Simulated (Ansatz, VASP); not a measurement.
## Cd in VASP and in Ansatz

```xyz
2
Lattice="2.9442 0.0000 0.0000 -1.4721 2.5498 0.0000 0.0000 0.0000 5.2737" Properties=species:S:1:pos:R:3 pbc="T T T"
Cd    0.0000    1.6998    1.3184
Cd    1.4721    0.8499    3.9553
```

Change from the starting cell: strain along c alone, the other axes held, atoms relaxed: -6.0 %.

Alike in both runs: task single point; functional PBEsol; k mesh 24 × 24 × 10; occupations gaussian, width 0.1 eV; no spin polarisation.

|  | VASP | Ansatz |
| --- | --- | --- |
| version | VASP 6.6.1 | Ansatz 0.2.0 |
| potentials or method | VASP PAW PBE potentials, release 64 (Cd), cutoff 520 eV | scalar-relativistic, plane waves, PAW |
| valence electrons in the cell | 24 | 40 |

Ansatz gave:

```
gap on the k mesh at the Fermi level (eV)                     : none
pressure (GPa)                                                : 3.5
traceless stress, the component that is largest in VASP (GPa) : 0.18
```

Q: Which values does VASP return?

A: gap on the k mesh at the Fermi level (eV): none; pressure (GPa): 4.0; traceless stress, the component that is largest in VASP (GPa): 0.04.

VASP's potentials were made for PBE, not for PBEsol. A gap of «none» marks a metal or a gap that the smearing closes. The functional is the same, so the differences come from potentials, cutoffs and numerics. VASP's potentials hold 24 valence electrons a cell and Ansatz's 40, so a difference there can come from the potentials and not from the codes.
